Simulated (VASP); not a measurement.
A run of VASP 6.6.1 is set up as follows.

File INCAR:

```
ALGO = Normal
EDIFF = 1E-7
ENCUT = 520
GGA = PS
ISIF = 2
ISMEAR = 0
LASPH = True
LCHARG = True
LELF = True
LREAL = False
LVHAR = True
LWAVE = False
NBANDS = 19
NELM = 80
PREC = Accurate
SIGMA = 0.1
```

File KPOINTS:

```
k-points
0
Gamma
  10 10 4
```

Contents of POSCAR:

```
Zn
1.0
    2.6131179381      0.0000000000      0.0000000000
   -1.3065589691      2.2630265175      0.0000000000
    0.0000000000      0.0000000000      4.7717877626
Zn
2
Direct
    0.3333333333      0.6666666667      0.2500000000
    0.6666666667      0.3333333333      0.7500000000
```

Potentials or basis: VASP PAW PBE potentials, release 64 (Zn).

Launch:

```bash
$ cat potpaw_PBE.64/Zn/POTCAR > POTCAR
$ mpirun -np 1 vasp_std > vasp.out
```

(1) Predict the pressure.

(2) Predict the band gap on the k mesh.

## Answers

(1) 0.5 GPa.

(2) zero (bands 12 and 13 overlap by 3.93 eV).

Caveat: the PAW data sets were made with another functional, which shifts forces and pressure a little.
